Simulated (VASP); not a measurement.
A run of VASP 6.6.1 is set up as follows.

Contents of INCAR:

```
SYSTEM = Hf2N
ALGO = Normal
EDIFF = 1E-6
ENCUT = 520
GGA = PS
ISIF = 2
ISMEAR = 0
LASPH = .True.
LCHARG = .False.
LREAL = .False.
LWAVE = .False.
NBANDS = 34
NELM = 60
PREC = Accurate
SIGMA = 0.1
```

KPOINTS

```
k-points
0
Gamma
  8 8 12
  0 0 0
```

The input POSCAR:

```
Hf2N
1.0
    5.2955389254      0.0000000000      0.0000000000
    0.0000000000      5.2955389254      0.0000000000
    0.0000000000      0.0000000000      3.2274489825
Hf N
4 2
Direct
    0.2954633019      0.2954633019      0.0000000000
    0.7045366981      0.7045366981      0.0000000000
    0.7954633019      0.2045366981      0.5000000000
    0.2045366981      0.7954633019      0.5000000000
    0.0000000000      0.0000000000      0.0000000000
    0.5000000000      0.5000000000      0.5000000000
```

Potentials or basis: VASP PAW PBE potentials, release 64 (Hf_pv, N).

The run is started by

```bash
$ cat potpaw_PBE.64/Hf_pv/POTCAR potpaw_PBE.64/N/POTCAR > POTCAR
$ mpirun -np 1 vasp_std > vasp.out
```

Q: What does it give for the pressure?

A: -1.0 GPa.

Q: What does it give for the band gap on the k mesh?

A: Zero (bands 25 and 26 overlap by 2.70 eV).

Stress tensor (GPa, compression positive):
```
-0.95  0.00  0.00
 0.00 -0.95  0.00
 0.00  0.00 -1.10
```

Caveat: the PAW data sets were made with another functional, which shifts forces and pressure a little; spin-orbit coupling is left out, which moves the levels of the heavy elements.
